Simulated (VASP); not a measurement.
Write the native input for VASP 6.6.1 that does the following.

```yaml
Task: single point
Functional: r2SCAN
Potentials_or_basis: VASP PAW PBE potentials, release 64 (Tl_d)
Cutoff: 520 eV
k_mesh: 10 × 10 × 10
Occupations: fermi-dirac, width 0.1 eV
Spin: no spin polarisation
Dipole_correction: no
Further_INCAR_settings: ALGO = Normal; EDIFF = 1e-06; NBANDS = 12
```

Tl:

```xyz
1
Lattice="3.3619 0.0000 0.0000 -1.1206 3.1696 0.0000 -1.1206 -1.5848 2.7450" Properties=species:S:1:pos:R:3 pbc="T T T"
Tl    0.0000    0.0000    0.0000
```

These files were run (other wordings do the same):

POSCAR

```
Tl
1.0
    3.3619110000      0.0000000000      0.0000000000
   -1.1206369649      3.1696401002      0.0000000000
   -1.1206369649     -1.5848199756      2.7449888906
Tl
1
Direct
    0.0000000000      0.0000000000      0.0000000000
```

INCAR.step1

```
SYSTEM = Tl
PREC = Accurate
ENCUT = 520
ISMEAR = -1
SIGMA = 0.1
LREAL = .False.
LASPH = .True.
NELM = 100
NBANDS = 12
GGA = PE
ALGO = Normal
EDIFF = 1E-4
LWAVE = .True.
LCHARG = .False.
```

INCAR.step2

```
SYSTEM = Tl
PREC = Accurate
ENCUT = 520
EDIFF = 1E-6
ISMEAR = -1
SIGMA = 0.1
LREAL = .False.
LASPH = .True.
NELM = 100
ALGO = Normal
ISIF = 2
LWAVE = .False.
LCHARG = .False.
METAGGA = R2SCAN
LMIXTAU = .True.
NBANDS = 12
ISTART = 1
```

KPOINTS

```
Automatic mesh
0
Gamma
  10 10 10
  0 0 0
```

Potentials or basis: VASP PAW PBE potentials, release 64 (Tl_d).

The run is started by

```console
$ cat potpaw_PBE.64/Tl_d/POTCAR > POTCAR
$ cp INCAR.step1 INCAR
$ mpirun -np 1 vasp_std > vasp.out
$ cp INCAR.step2 INCAR
$ mpirun -np 1 vasp_std > vasp.out
```

Results of the run:

```json
{"Pressure": "0.8 GPa"}
```

Caveat: the PAW data sets were made with another functional, which shifts forces and pressure a little.

It took 2.5 min on 1 thread of AMD EPYC 7R13, with other jobs on the host, peak memory 0.14 GiB.
